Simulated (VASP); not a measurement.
Crystal: NaCl.

```xyz
2
Lattice="0.0000 3.0873 3.0873 3.0873 0.0000 3.0873 3.0873 3.0873 0.0000" Properties=species:S:1:pos:R:3 pbc="T T T"
Na    0.0000    0.0000    0.0000
Cl    1.5436    1.5436    1.5436
```

Base run:

* Program: VASP 6.6.1
* Functional: PBEsol
* Potentials or basis: VASP PAW PBE potentials, release 64 (Na_pv, Cl)
* Cutoff: 520 eV
* k mesh: 6 × 6 × 6
* Occupations: gaussian, width 0.01 eV
* Spin: no spin polarisation

Its results: band gap on the k mesh 4.84 eV; pressure 0.1 GPa.

Q: The run is repeated on the same cell with these changes: functional from PBEsol to PBE-based global hybrid with 20 % exact exchange; k mesh from 6 × 6 × 6 to 4 × 4 × 4. What comes out?

A: Band gap on the k mesh 6.58 eV; pressure 0.4 GPa.

Several settings changed at once.

Caveats: some runs use coarse meshes; the structure was generated, so it needn't be the stable form of NaCl; the PAW data sets were made with another functional, which shifts forces and pressure a little.

